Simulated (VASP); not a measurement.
# BaIn15O24 (a cell with a defect) in VASP: electric field gradients with PBE

Aim: the electric field gradients of BaIn15O24 (a cell with a defect) with PBE.

All numbers are computed with VASP 6.6.1; they aren't measurements. Logs are shortened: lines on timing, memory, paths and dates and some standing lists are left out, and cuts for length are marked.

## 1. The cell of the first run

The cell holds a defect, 40 atoms: a = 7.971 Å, b = 7.971 Å, c = 7.971 Å, α = 87.00°, β = 87.00°, γ = 87.00°.

## 2. Electric field gradients, PBE

Input file INCAR:

```
ALGO = Normal
EDIFF = 1E-8
ENCUT = 520
GGA = PE
ISIF = 2
ISMEAR = -1
LASPH = True
LCHARG = False
LEFG = True
LREAL = Auto
LUSENCCL = False
LWAVE = False
NBANDS = 200
NELECT = 350.0
NELM = 100
PREC = Accurate
SIGMA = 0.01
```

Input file KPOINTS:

```
k-points
0
Gamma
  3 3 3
```

Input file POSCAR:

```
BaIn15O24
1.0
   -5.4870000000     -3.1679209270      4.8366666667
    5.4870000000     -3.1679209270      4.8366666667
    0.0000000000      6.3358418540      4.8366666667
Ba In O
1 15 24
Direct
    0.3573100000      0.3573100000      0.3573100000
    0.8573100000      0.8573100000      0.3573100000
    0.8573100000      0.3573100000      0.8573100000
    0.3573100000      0.8573100000      0.8573100000
    0.1426900000      0.1426900000      0.1426900000
    0.6426900000      0.6426900000      0.1426900000
    0.6426900000      0.1426900000      0.6426900000
    0.1426900000      0.6426900000      0.6426900000
    0.6426900000      0.6426900000      0.6426900000
    0.1426900000      0.1426900000      0.6426900000
    0.1426900000      0.6426900000      0.1426900000
    0.6426900000      0.1426900000      0.1426900000
    0.8573100000      0.8573100000      0.8573100000
    0.3573100000      0.3573100000      0.8573100000
    0.3573100000      0.8573100000      0.3573100000
    0.8573100000      0.3573100000      0.3573100000
    0.6010000000      0.3990000000      0.7500000000
    0.1010000000      0.8990000000      0.7500000000
    0.1010000000      0.3990000000      0.2500000000
    0.6010000000      0.8990000000      0.2500000000
    0.7500000000      0.6010000000      0.3990000000
    0.2500000000      0.1010000000      0.3990000000
    0.2500000000      0.6010000000      0.8990000000
    0.7500000000      0.1010000000      0.8990000000
    0.3990000000      0.7500000000      0.6010000000
    0.8990000000      0.2500000000      0.6010000000
    0.8990000000      0.7500000000      0.1010000000
    0.3990000000      0.2500000000      0.1010000000
    0.3990000000      0.6010000000      0.2500000000
    0.8990000000      0.1010000000      0.2500000000
    0.8990000000      0.6010000000      0.7500000000
    0.3990000000      0.1010000000      0.7500000000
    0.2500000000      0.3990000000      0.6010000000
    0.7500000000      0.8990000000      0.6010000000
    0.7500000000      0.3990000000      0.1010000000
    0.2500000000      0.8990000000      0.1010000000
    0.6010000000      0.2500000000      0.3990000000
    0.1010000000      0.7500000000      0.3990000000
    0.1010000000      0.2500000000      0.8990000000
    0.6010000000      0.7500000000      0.8990000000
```

Potentials or basis: VASP PAW PBE potentials, release 64 (Ba_sv, In_d, O).

Launch:

```bash
> cat potpaw_PBE.64/Ba_sv/POTCAR potpaw_PBE.64/In_d/POTCAR potpaw_PBE.64/O/POTCAR > POTCAR
> mpirun -np 1 vasp_std > vasp.out
```

OUTCAR:

```text
EDIFF = 1E-8
   ENCUT = 520
   GGA = PE
   ISIF = 2
   ISMEAR = -1
   LASPH = True
   LREAL = Auto
   NELECT = 350.0
   NELM = 100
   PREC = Accurate

 ion  position               nearest neighbor table
   1  0.357  0.357  0.357-  33 2.12  29 2.12  37 2.12  28 2.26  22 2.26  19 2.26   5 3.11  10 3.24
                            11 3.24  12 3.24   6 3.61   8 3.61   7 3.61  14 3.99  14 3.99  16 3.99
   2  0.857  0.857  0.357-  34 2.12  30 2.12  38 2.12  27 2.26  21 2.26  20 2.26   6 3.11   9 3.24
                            11 3.24  12 3.24   5 3.61   8 3.61   7 3.61  13 3.99  13 3.99  16 3.99
   3  0.857  0.357  0.857-  35 2.12  31 2.12  39 2.12  26 2.26  24 2.26  17 2.26   7 3.11  12 3.24
                            10 3.24   9 3.24   8 3.61   6 3.61   5 3.61  16 3.99  16 3.99  13 3.99
   4  0.357  0.857  0.857-  36 2.12  32 2.12  40 2.12  25 2.26  23 2.26  18 2.26   8 3.11  11 3.24
                            10 3.24   9 3.24   7 3.61   6 3.61   5 3.61  15 3.99  15 3.99  13 3.99
   5  0.143  0.143  0.143-  39 2.12  30 2.12  36 2.12  28 2.26  22 2.26  19 2.26   1 3.11  14 3.24
                            15 3.24  16 3.24   2 3.61   4 3.61   3 3.61  10 3.99  10 3.99  11 3.99
   6  0.643  0.643  0.143-  40 2.12  29 2.12  35 2.12  27 2.26  21 2.26  20 2.26   2 3.11  13 3.24
                            15 3.24  16 3.24   1 3.61   4 3.61   3 3.61   9 3.99   9 3.99  11 3.99
   7  0.643  0.143  0.643-  37 2.12  32 2.12  34 2.12  26 2.26  24 2.26  17 2.26   3 3.11  16 3.24
                            14 3.24  13 3.24   4 3.61   2 3.61   1 3.61  12 3.99  12 3.99  10 3.99
   8  0.143  0.643  0.643-  38 2.12  31 2.12  33 2.12  25 2.26  23 2.26  18 2.26   4 3.11  15 3.24
                            14 3.24  13 3.24   3 3.61   2 3.61   1 3.61  11 3.99  11 3.99  10 3.99
   9  0.643  0.643  0.643-  21 2.12  17 2.12  25 2.12  34 2.26  40 2.26  31 2.26  13 3.11   2 3.24
[... 37 lines left out ...]
  39  0.101  0.250  0.899-   5 2.12   3 2.12  10 2.26  14 2.26
  40  0.601  0.750  0.899-   6 2.12   4 2.12   9 2.26  13 2.26

  LATTYP: Found a trigonal (rhomboedric) cell.
 ALAT       =     7.9709620777
 COS(alpha) =     0.0522835256

  Lattice vectors:

 A1 = (  -5.4870000000,  -3.1679209270,   4.8366666667)
 A2 = (   5.4870000000,  -3.1679209270,   4.8366666667)
 A3 = (   0.0000000000,   6.3358418540,   4.8366666667)

Analysis of symmetry for initial positions (statically):
=====================================================================
 Subroutine PRICEL returns:
 Original cell was already a primitive cell.

 Routine SETGRP: Setting up the symmetry group for a
 trigonal (rhombohedral) supercell.

 Subroutine GETGRP returns: Found  3 space group operations
[... 1374 lines left out ...]
  -------------------------------------------------------------------------------------
  Total       70.8106637     70.8106637     62.9202057     -0.0000001      0.0000000     -0.0000000
  in kB      224.9067791    224.9067791    199.8453350     -0.0000003      0.0000000     -0.0000000
  external PRESSURE =     216.5529644 kB  Pullay stress =       0.0000000 kB

 VOLUME and BASIS-vectors are now :
 -----------------------------------------------------------------------------
  energy-cutoff  :      520.00
  volume of cell :      504.44
      direct lattice vectors                 reciprocal lattice vectors
    -5.487000000 -3.167920927  4.836666667    -0.091124476 -0.052610741  0.068917988
     5.487000000 -3.167920927  4.836666667     0.091124476 -0.052610741  0.068917988
     0.000000000  6.335841854  4.836666667     0.000000000  0.105221482  0.068917988

 POSITION                                       TOTAL-FORCE (eV/Angst)
 -----------------------------------------------------------------------------------
      0.00000      0.00000      5.18457         0.000000      0.000000      2.666587
      0.00000     -3.16792     10.02123         0.088698     -0.082894      0.086175
     -2.74350      1.58396     10.02123        -0.116137     -0.035368      0.086175
      2.74350      1.58396     10.02123         0.027439      0.118261      0.086175
      0.00000      0.00000      2.07043         0.000000      0.000000     -0.057046
      0.00000     -3.16792      6.90710         0.335935      0.272471     -0.175209
[... 32 lines left out ...]
      0.81756      4.58398      6.04583         0.002435      0.137448     -0.164188
      0.81756      1.41606     10.88250        -0.096634     -0.298067     -0.006993
 -----------------------------------------------------------------------------------
    total drift:                               -0.000000      0.000000     -0.008728

  FREE ENERGIE OF THE ION-ELECTRON SYSTEM (eV)
  ---------------------------------------------------
  free  energy   TOTEN  =      -207.7794056847 eV

  energy  without entropy=     -207.7775588887  energy(sigma->0) =     -207.77848229

 Electric field gradients (V/A^2)
---------------------------------------------------------------------
 ion       V_xx      V_yy      V_zz      V_xy      V_xz      V_yz
---------------------------------------------------------------------
   1     -26.408   -26.408    52.816    -0.000     0.000     0.000
   2     -24.136   -22.440    46.576     2.797     1.719     2.239
   3     -25.286   -21.290    46.576    -2.132     1.079    -2.608
   4     -20.442   -26.134    46.576    -0.664    -2.798     0.369
   5     -21.141   -21.141    42.282    -0.000    -0.000     0.000
   6     -29.450   -20.713    50.162    -8.707     4.686     5.605
[... 32 lines left out ...]
  39      10.205     4.866   -15.071     2.356   -32.278    20.516
  40       7.735     5.775   -13.511     1.541   -33.017    18.107
---------------------------------------------------------------------

 Electric field gradients after diagonalization (V/A^2)
 (convention: |V_zz| > |V_xx| > |V_yy|)
----------------------------------------------------------------------
 ion       V_xx      V_yy      V_zz     asymmetry (V_yy - V_xx)/ V_zz
----------------------------------------------------------------------
   1     -26.408   -26.408    52.816       0.000
   2     -26.210   -20.485    46.695       0.123
   3     -26.210   -20.485    46.695       0.123
   4     -26.210   -20.485    46.695       0.123
   5     -21.141   -21.141    42.282       0.000
   6     -35.386   -15.418    50.804       0.393
[... 32 lines left out ...]
  39      35.748     8.343   -44.091       0.622
  40      35.195     7.487   -42.682       0.649
----------------------------------------------------------------------

           NMR quadrupolar parameters

 Cq : quadrupolar parameter    Cq=e*Q*V_zz/h
 eta: asymmetry parameters     (V_yy - V_xx)/ V_zz
 Q  : nuclear electric quadrupole moment in mb (millibarn)
----------------------------------------------------------------------
 ion       Cq(MHz)       eta       Q (mb)
----------------------------------------------------------------------
   1       0.128       0.000       1.000
   2       0.113       0.123       1.000
   3       0.113       0.123       1.000
   4       0.113       0.123       1.000
   5       0.102       0.000       1.000
   6       0.123       0.393       1.000
[... 32 lines left out ...]
  39      -0.107       0.622       1.000
  40      -0.103       0.649       1.000
----------------------------------------------------------------------
```

OSZICAR:

```text
N       E                     dE             d eps       ncg     rms          rms(c)
DAV:   1     0.660594244847E+04    0.66059E+04   -0.14694E+05  2400   0.250E+03
DAV:   2     0.162865051341E+04   -0.49773E+04   -0.48232E+04  2400   0.778E+02
DAV:   3     0.156476435555E+01   -0.16271E+04   -0.15449E+04  2544   0.355E+02
[... 16 lines left out ...]
DAV:  20    -0.207779405715E+03   -0.21667E-06   -0.19668E-07  3408   0.325E-03    0.194E-03
DAV:  21    -0.207779405728E+03   -0.13286E-07   -0.49447E-08  2336   0.220E-03    0.659E-04
DAV:  22    -0.207779405709E+03    0.18988E-07   -0.71662E-08  2552   0.164E-03    0.484E-04
DAV:  23    -0.207779405690E+03    0.18465E-07   -0.78798E-09  1416   0.703E-04    0.206E-04
DAV:  24    -0.207779405685E+03    0.57207E-08   -0.30965E-09  1344   0.453E-04
   1 F= -.20777941E+03 E0= -.20777848E+03  d E =-.184680E-02
```

Wall time 4.8 min (1 × NVIDIA H100 80GB with 1 thread of Intel Xeon Platinum 8481C at 2.70GHz (Sapphire Rapids), shared host); peak memory 1.6 GiB.

What came out:

```
Free energy                             : -207.7794 eV
Largest force                           : 7.025 eV/Å
Largest electric field gradient by atom : Ba +52.8; In +46.7, +42.3, +50.8, +45.9, +41.4, +45.5, +50.5 (each value once); O -44.7, -46.0, -74.5, -43.8, +53.6, -44.1, -42.7, -49.1 (each value once) V/Å²
```

Forces on the atoms (eV/Å):
```
Ba   0.000  0.000  2.667
In   0.089 -0.083  0.086
In  -0.116 -0.035  0.086
In   0.027  0.118  0.086
In   0.000  0.000 -0.057
In   0.336  0.272 -0.175
In   0.068 -0.427 -0.175
In  -0.404  0.155 -0.175
In   0.000  0.000 -0.050
In   0.073 -0.216  0.064
In  -0.223  0.045  0.064
In   0.151  0.171  0.064
In   0.000  0.000  0.004
In   0.062  0.152 -0.217
In   0.100 -0.130 -0.217
In  -0.163 -0.022 -0.217
O   -0.166 -0.122  0.151
O   -0.126  0.087 -0.052
O    3.170  0.149 -3.332
O   -0.236 -0.148  0.199
O    0.189 -0.083  0.151
O   -1.714  2.671 -3.332
O    0.246 -0.130  0.199
O   -0.012 -0.153 -0.052
O   -0.023  0.205  0.151
O   -0.011  0.278  0.199
O    0.139  0.066 -0.052
O   -1.456 -2.820 -3.332
O    3.776 -5.234  2.774
O   -0.120 -0.067 -0.164
O    0.306  0.065 -0.007
O   -0.061 -0.006 -0.182
O    2.645  5.887  2.774
O   -0.210  0.233 -0.007
O    0.036 -0.050 -0.182
O    0.118 -0.071 -0.164
O   -6.421 -0.653  2.774
O    0.025  0.056 -0.182
O    0.002  0.137 -0.164
O   -0.097 -0.298 -0.007
```

Electric field gradients, principal values (V/Å²):
```tsv
atom	least	middle	greatest (by size)
1 Ba	-26.408	-26.408	52.816
2 In	-20.485	-26.210	46.695
3 In	-20.485	-26.210	46.695
4 In	-20.485	-26.210	46.695
5 In	-21.141	-21.141	42.282
6 In	-15.418	-35.386	50.804
7 In	-15.418	-35.386	50.804
8 In	-15.418	-35.386	50.804
9 In	-22.973	-22.973	45.945
10 In	-18.495	-22.933	41.428
11 In	-18.495	-22.933	41.428
12 In	-18.495	-22.933	41.428
13 In	-22.754	-22.754	45.508
14 In	-6.970	-43.580	50.550
15 In	-6.970	-43.580	50.550
16 In	-6.970	-43.580	50.550
17 O	9.724	34.975	-44.700
18 O	10.762	35.213	-45.975
19 O	19.650	54.803	-74.453
20 O	13.111	30.702	-43.813
21 O	9.724	34.975	-44.700
22 O	19.650	54.803	-74.453
23 O	13.111	30.702	-43.813
24 O	10.762	35.213	-45.975
25 O	9.724	34.975	-44.700
26 O	13.111	30.702	-43.813
27 O	10.762	35.213	-45.975
28 O	19.650	54.803	-74.453
29 O	-0.568	-53.077	53.645
30 O	8.343	35.748	-44.091
31 O	7.487	35.195	-42.682
32 O	10.306	38.778	-49.084
33 O	-0.568	-53.077	53.645
34 O	7.487	35.195	-42.682
35 O	10.306	38.778	-49.084
36 O	8.343	35.748	-44.091
37 O	-0.568	-53.077	53.645
38 O	10.306	38.778	-49.084
39 O	8.343	35.748	-44.091
40 O	7.487	35.195	-42.682
```

Caveat: the cell carries a net charge on a neutralising background, which shifts energy and pressure; the cell is charged against a uniform background, so pressure and absolute levels hang on convention; without QUAD_EFG the Cq values of the log hold for a quadrupole moment of 1 mb, not for the nuclei.
